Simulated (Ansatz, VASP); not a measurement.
## BaS: VASP beside Ansatz

INCAR

```
SYSTEM = BaS
PREC = Accurate
ENCUT = 500
EDIFF = 1E-6
ISMEAR = 0
SIGMA = 0.01
LREAL = .False.
LASPH = .True.
NELM = 120
ALGO = Normal
ISIF = 2
LWAVE = .False.
LCHARG = .False.
GGA = PE
IVDW = 13
NBANDS = 15
GGA_COMPAT = .False.
```

KPOINTS

```
regular mesh
0
Gamma
  6 6 6
  0 0 0
```

The input POSCAR:

```
BaS
1.0
    0.0000000000      3.2665966327      3.2665966327
    3.2665966327      0.0000000000      3.2665966327
    3.2665966327      3.2665966327      0.0000000000
Ba S
1 1
Direct
    0.0000000000      0.0000000000      0.0000000000
    0.5000000000      0.5000000000      0.5000000000
```

Input for Ansatz:

```yaml
crystal:
  lattice:
    - [0.0, 3.2665966326518885, 3.2665966326518885]
    - [3.2665966326518885, 0.0, 3.2665966326518885]
    - [3.2665966326518885, 3.2665966326518885, 0.0]
  atoms:
    - { symbol: Ba, position: [0.0, 0.0, 0.0] }
    - { symbol: S, position: [0.5, 0.5, 0.5] }
basis:
  ecutwfc: 530.622031796766
kpoints:
  mp_grid:
    grid: [6, 6, 6]
hamiltonian:
  xc: pbe
  dispersion: d4
scf:
  algorithm: direct_min
  occupations:
    method: fixed
```

Alike in both runs: task single point; functional PBE; dispersion D4; k mesh 6 × 6 × 6; no spin polarisation.

```csv
,VASP,Ansatz
version,VASP 6.6.1,Ansatz 0.2.0
potentials or method,"VASP PAW PBE potentials, release 64 (Ba_sv, S), cutoff 500 eV","plane waves, PAW"
occupations,"gaussian, width 0.01 eV",fixed
valence electrons in the cell,16,16
```

```csv
,VASP,Ansatz,Ansatz less VASP
gap on the k mesh at the Fermi level (eV),2.21,2.29,+0.085
```

Neither program's run includes spin-orbit coupling.
